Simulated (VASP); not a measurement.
A run of VASP 6.6.1 is set up as follows.

File INCAR:

```
PREC = Accurate ; ENCUT = 450
EDIFF = 1E-7 ; ISMEAR = 0
SIGMA = 0.05 ; LREAL = False
LASPH = True ; NELM = 120
ALGO = Normal ; ISIF = 2
LWAVE = False ; LCHARG = False
GGA = PE ; IVDW = 12
IBRION = 2 ; NSW = 50
EDIFFG = -0.01 ; GGA_COMPAT = False
NELMIN = 4
```

File KPOINTS:

```
Automatic mesh
0
Gamma
  12 12 2
```

Contents of POSCAR:

```
WS2
1.0
    3.3811000000      0.0000000000      0.0000000000
   -1.6905500000      2.9281184927      0.0000000000
    0.0000000000      0.0000000000     16.1776000000
W S
1 2
Direct
    0.3333333333      0.6666666667      0.0000000000
    0.6666666667      0.3333333333      0.9069649217
    0.6666666667      0.3333333333      0.0930350783
```

Potentials or basis: VASP PAW PBE potentials, release 64 (W_sv, S).

The run is started by

```bash
$ cat potpaw_PBE.64/W_sv/POTCAR potpaw_PBE.64/S/POTCAR > POTCAR
$ mpirun -np 1 vasp_std > vasp.out
```

Question: Estimate the band gap on the k mesh.

Answer: 0.52 eV, indirect (least direct gap 1.19 eV).

Question: Estimate the dispersion energy per atom.

Answer: -0.273 eV.

Forces on the atoms (eV/Å):
```
W    0.000  0.000  0.000
S    0.000  0.000  0.004
S    0.000  0.000 -0.004
```

Caveat: the relaxation stopped at its first step, so nothing moved; spin-orbit coupling is left out, which moves the levels of the heavy elements.
